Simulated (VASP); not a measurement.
# S (P4/mmm) in VASP: single point with PBE

Aim: the single point of S with PBE.

All numbers are computed with VASP 6.6.1; they aren't measurements. Logs are shortened: lines on timing, memory, paths and dates and some standing lists are left out, and cuts for length are marked.

## 1. The cell of the first run

Symmetry: P4/mmm, No. 123, tetragonal system. Conventional cell: a = 2.323 Å, b = 2.323 Å, c = 4.367 Å, α = 90.00°, β = 90.00°, γ = 90.00°. Within 3.1 Å of S (site symmetry 4/mmm) lie 4 S at 2.32 Å.

## 2. Single point, PBE (O replaced by S, lengths x 1.355, strained)

Contents of INCAR:

```
PREC     = Accurate       # precision mode
ENCUT    = 520            # plane-wave cutoff, eV
EDIFF    = 1E-6           # SCF threshold, eV
ISMEAR   = 0              # smearing method
SIGMA    = 0.1            # smearing width, eV
LREAL    = False          # projectors in reciprocal space
LASPH    = True           # aspherical terms in the spheres
NELM     = 60             # most SCF steps
ALGO     = Normal         # electronic algorithm
ISIF     = 2              # what is computed and relaxed
LWAVE    = False          # write WAVECAR
LCHARG   = False          # write CHGCAR
GGA      = PE             # functional
NBANDS   = 9              # bands
```

Contents of KPOINTS:

```
Automatic mesh
0
Gamma
  18 18 10
```

Contents of POSCAR:

```
S
1.0
    2.3233450209      0.0000000000      0.0000000000
    0.0000000000      2.3233450209      0.0000000000
    0.0000000000      0.0000000000      4.3670837213
S
1
Direct
    0.0000000000      0.0000000000      0.0000000000
```

Potentials or basis: VASP PAW PBE potentials, release 64 (S).

Command:

```bash
> cat potpaw_PBE.64/S/POTCAR > POTCAR
> mpirun -np 1 vasp_std > vasp.out
```

OUTCAR:

```text
PREC = Accurate
   ENCUT = 520
   EDIFF = 1E-6
   ISMEAR = 0
   LREAL = False
   LASPH = True
   NELM = 60
   ISIF = 2
   GGA = PE

 ion  position               nearest neighbor table
   1  0.000  0.000  0.000-

  LATTYP: Found a simple tetragonal cell.
 ALAT       =     2.3233450209
 C/A-ratio  =     1.8796535521

  Lattice vectors:

 A1 = (   2.3233450209,   0.0000000000,   0.0000000000)
 A2 = (   0.0000000000,   2.3233450209,   0.0000000000)
 A3 = (   0.0000000000,   0.0000000000,   4.3670837213)

Analysis of symmetry for initial positions (statically):
=====================================================================
 Subroutine PRICEL returns:
 Original cell was already a primitive cell.

 Routine SETGRP: Setting up the symmetry group for a
 simple tetragonal supercell.

 Subroutine GETGRP returns: Found 16 space group operations
 (whereof 16 operations were pure point group operations)
 out of a pool of 16 trial point group operations.

The static configuration has the point symmetry D_4h.

Analysis of symmetry for dynamics (positions and initial velocities):
=====================================================================
 Subroutine PRICEL returns:
 Original cell was already a primitive cell.

 Routine SETGRP: Setting up the symmetry group for a
 simple tetragonal supercell.

 Subroutine GETGRP returns: Found 16 space group operations
 (whereof 16 operations were pure point group operations)
 out of a pool of 16 trial point group operations.

The dynamic configuration has the point symmetry D_4h.

 Subroutine INISYM returns: Found 16 space group operations
 (whereof 16 operations are pure point group operations),
 and found     1 'primitive' translations

----------------------------------------------------------------------------------------

                                     Primitive cell

  volume of cell :      23.5732

  direct lattice vectors                    reciprocal lattice vectors
     2.323345021  0.000000000  0.000000000     0.430413904  0.000000000  0.000000000
     0.000000000  2.323345021  0.000000000     0.000000000  0.430413904  0.000000000
     0.000000000  0.000000000  4.367083721     0.000000000  0.000000000  0.228985763

  length of vectors
     2.323345021  2.323345021  4.367083721     0.430413904  0.430413904  0.228985763

  position of ions in fractional coordinates (direct lattice)
     0.000000000  0.000000000  0.000000000

  ion indices of the primitive-cell ions
   primitive index   ion index
                 1           1

----------------------------------------------------------------------------------------

 KPOINTS: Automatic mesh

Automatic generation of k-mesh.
 Grid dimensions read from file:
 generate k-points for:   18   18   10

 Generating k-lattice:

  Cartesian coordinates                     Fractional coordinates (reciprocal lattice)
     0.023911884  0.000000000  0.000000000     0.055555556  0.000000000  0.000000000
     0.000000000  0.023911884  0.000000000     0.000000000  0.055555556  0.000000000
     0.000000000  0.000000000  0.022898576     0.000000000  0.000000000  0.100000000

  Length of vectors
     0.023911884  0.023911884  0.022898576

  Shift w.r.t. Gamma in fractional coordinates (k-lattice)
     0.000000000  0.000000000  0.000000000

 Subroutine IBZKPT returns following result:
 ===========================================

 Found    330 irreducible k-points:

 Following reciprocal coordinates:
            Coordinates               Weight
  0.000000  0.000000  0.000000      1.000000
  0.055556  0.000000  0.000000      4.000000
  0.111111  0.000000  0.000000      4.000000
  0.166667  0.000000  0.000000      4.000000
  0.222222  0.000000  0.000000      4.000000
  0.277778  0.000000  0.000000      4.000000
[... 16 lines left out ...]
  0.277778  0.111111  0.000000      8.000000
  0.333333  0.111111  0.000000      8.000000
 [... further k-points ...]
   k-points           NKPTS =    330   k-points in BZ     NKDIM =    330   number of bands    NBANDS=      9
   number of dos      NEDOS =    301   number of ions     NIONS =      1
   total plane-waves  NPLWV =  10368
   dimension x,y,z NGX =    18 NGY =   18 NGZ =   32
   dimension x,y,z NGXF=    36 NGYF=   36 NGZF=   64
   ions per type =               1
   NGX,Y,Z   is equivalent  to a cutoff of  12.88, 12.88, 12.18 a.u.
   NGXF,Y,Z  is equivalent  to a cutoff of  25.76, 25.76, 24.36 a.u.
 SYSTEM =  unknown system
   PREC   = accura    normal or accurate (medium, high low for compatibility)
   ISTART =      0    job   : 0-new  1-cont  2-samecut
   ICHARG =      2    charge: 1-file 2-atom 10-const
   ISPIN  =      1    spin polarized calculation?
   LNONCOLLINEAR =      F non collinear calculations
   LSORBIT =      F    spin-orbit coupling
   LASPH  =      T    aspherical Exc in radial PAW
   ENCUT  =  520.0 eV  38.22 Ry    6.18 a.u.   4.32  4.32  8.12*2*pi/ulx,y,z
   NELM   =     60;   NELMIN=  2; NELMDL= -5     # of ELM steps
   EDIFF  = 0.1E-05   stopping-criterion for ELM
   LREAL  =      F    real-space projection
   EDIFFG = 0.1E-04   stopping-criterion for IOM
   NSW    =      0    number of steps for IOM
   IBRION =     -1    ionic relax: 0-MD 1-quasi-New 2-CG
   NFREE  =      0    steps in history (QN), initial steepest desc. (CG)
   ISIF   =      2    stress and relaxation
   ISYM   =      2    0-nonsym 1-usesym 2-fastsym
   POTIM  = 0.5000    time-step for ionic-motion
   TEBEG  =    0.0;   TEEND  =   0.0 temperature during run
   PSTRESS=    0.0 pullay stress
   NELECT =       6.0000    total number of electrons
   NUPDOWN=      -1.0000    fix difference up-down
   EMIN   =  10.00;   EMAX   =-10.00  energy-range for DOS
   EFERMI =   0.00;   METHOD = LEGACY
   ISMEAR =     0;   SIGMA  =   0.10  broadening in eV -4-tet -1-fermi 0-gaus
   EFERMI_NEDOS =   21; number of points for ismear=-14 and -15
   IALGO  =     38    algorithm
   IMIX   =      4    mixing-type and parameters
     AMIX     =   0.40;   BMIX     =  1.00
     AMIX_MAG =   1.60;   BMIX_MAG =  1.00
  volume/ion in A,a.u.               =      23.57       159.08
  Fermi-wavevector in a.u.,A,eV,Ry     =   1.037494  1.960579 14.645227  1.076394
  Thomas-Fermi vector in A             =   2.171934
   LORBIT       =      0    0 simple, 1 ext, 2 COOP (PROOUT), +10 PAW based schemes
   GGA     = PE    functional components
   LHFCALC =     F    Hartree Fock is set to
   AEXX    =    0.0000 exact exchange contribution
   IVDW    =     0    specifies the selected vdW correction
   LEPSILON=     F    determine dielectric tensor
   LRPA    =     F    only Hartree local field effects (RPA)
 non-spin polarized calculation
 Gauss-broadening in eV      SIGMA  =   0.10
  energy-cutoff  :      520.00
  volume of cell :       23.57
 maximum number of plane-waves:       656
 NGX is ok and might be reduce to    18
   NGX =  9   NGY =  9   NGZ = 17

 number of electron       5.9999999 magnetization

 Free energy of the ion-electron system (eV)
  ---------------------------------------------------
  ext. energy  EPLUGINS =         0.00000000
  ---------------------------------------------------
  free energy    TOTEN  =        -3.61993681 eV

  energy without entropy =       -3.61723429  energy(sigma->0) =       -3.61858555

 E-fermi :   3.3082     XC(G=0):  -8.4457

 val. band max:        3.2939028016   @ k =   0.3889   0.3333   0.0000
 cond. band min:       3.3233828307   @ k =   0.5000   0.2778   0.1000
 fundamental gap:      0.0294800291
 Fermi energy:         3.3081621401

 k-point     1 :       0.0000    0.0000    0.0000
  band No.  band energies     occupation
      1     -13.9406      2.00000
      2      -1.5732      2.00000
      3       6.5915      0.00000
      4       8.1166      0.00000
      5       8.1166      0.00000
      6      11.9051      0.00000
      7      17.2411      0.00000
      8      21.6838      0.00000
      9      23.4612      0.00000

 k-point     2 :       0.0556    0.0000    0.0000
  band No.  band energies     occupation
      1     -13.8654      2.00000
      2      -1.5055      2.00000
      3       6.6526      0.00000
      4       7.1890      0.00000
      5       8.1697      0.00000
      6      12.6509      0.00000
      7      17.5695      0.00000
      8      21.0451      0.00000
      9      23.4020      0.00000

 k-point     3 :       0.1111    0.0000    0.0000
  band No.  band energies     occupation
      1     -13.6405      2.00000
      2      -1.3040      2.00000
      3       5.3256      0.00000
      4       6.9464      0.00000
      5       8.3272      0.00000
      6      13.8077      0.00000
      7      18.5771      0.00000
      8      19.4249      0.00000
      9      23.4794      0.00000

 k-point     4 :       0.1667    0.0000    0.0000
  band No.  band energies     occupation
      1     -13.2686      2.00000
      2      -0.9737      2.00000
      3       3.3598      0.46564
      4       7.3548      0.00000
      5       8.5823      0.00000
      6      14.7125      0.00000
      7      17.4655      0.00000
      8      20.0893      0.00000
      9      23.8664      0.00000
[... 205 lines left out ...]
 k-point    22 :       0.2222    0.1111    0.0000
  band No.  band energies     occupation
      1     -12.4558      2.00000
      2      -0.2598      2.00000
      3       1.6072      2.00000
      4       6.5028      0.00000
      5       8.3289      0.00000
      6      15.7394      0.00000
      7      18.0482      0.00000
      8      20.8422      0.00000
      9      21.3182      0.00000

 k-point    23 :       0.2778    0.1111    0.0000
  band No.  band energies     occupation
      1     -11.8113      2.00000
      2      -0.2071      2.00000
      3       0.2853      2.00000
      4       6.9357      0.00000
      5       9.0691      0.00000
      6      13.9137      0.00000
      7      18.3555      0.00000
      8      20.6497      0.00000
      9      21.3456      0.00000

 k-point    24 :       0.3333    0.1111    0.0000
  band No.  band energies     occupation
      1     -11.0561      2.00000
      2      -1.8993      2.00000
      3       0.8928      2.00000
      4       7.4208      0.00000
      5       9.9677      0.00000
      6      12.2779      0.00000
      7      17.8888      0.00000
      8      19.4854      0.00000
      9      20.5514      0.00000

 [... further k-points ...]
[... 5 lines left out ...]
  --------------------------------------------------------------------------------------
  -------------------------------------------------------------------------------------
  Total        0.7091364      0.7091364      0.0209115      0.0000000     -0.0000000      0.0000000
  in kB       48.1971583     48.1971583      1.4212689      0.0000000     -0.0000000      0.0000000
  external PRESSURE =      32.6051952 kB  Pullay stress =       0.0000000 kB

 VOLUME and BASIS-vectors are now :
 -----------------------------------------------------------------------------
  energy-cutoff  :      520.00
  volume of cell :       23.57
      direct lattice vectors                 reciprocal lattice vectors
     2.323345021  0.000000000  0.000000000     0.430413904  0.000000000  0.000000000
     0.000000000  2.323345021  0.000000000     0.000000000  0.430413904  0.000000000
     0.000000000  0.000000000  4.367083721     0.000000000  0.000000000  0.228985763

 POSITION                                       TOTAL-FORCE (eV/Angst)
 -----------------------------------------------------------------------------------
      0.00000      0.00000      0.00000         0.000000      0.000000      0.000000
 -----------------------------------------------------------------------------------
    total drift:                               -0.000000      0.000000      0.000000

  FREE ENERGIE OF THE ION-ELECTRON SYSTEM (eV)
  ---------------------------------------------------
  free  energy   TOTEN  =        -3.6199368146 eV

  energy  without entropy=       -3.6172342900  energy(sigma->0) =       -3.61858555
```

Run time: 24 s. Hardware: 1 thread of Intel Xeon Platinum 8488C (Sapphire Rapids), shared host; peak memory 0.16 GiB.

Results:

| Item | Value |
| --- | --- |
| Free energy | -3.6199 eV |
| Pressure | 3.3 GPa |
| Band gap on the k mesh | zero (band 3 reaches 8.13 eV, above the bottom of band 4 at 2.13 eV) |

Caveat: the cell differs from its parent crystal (O replaced by S, lengths x 1.355, strained).
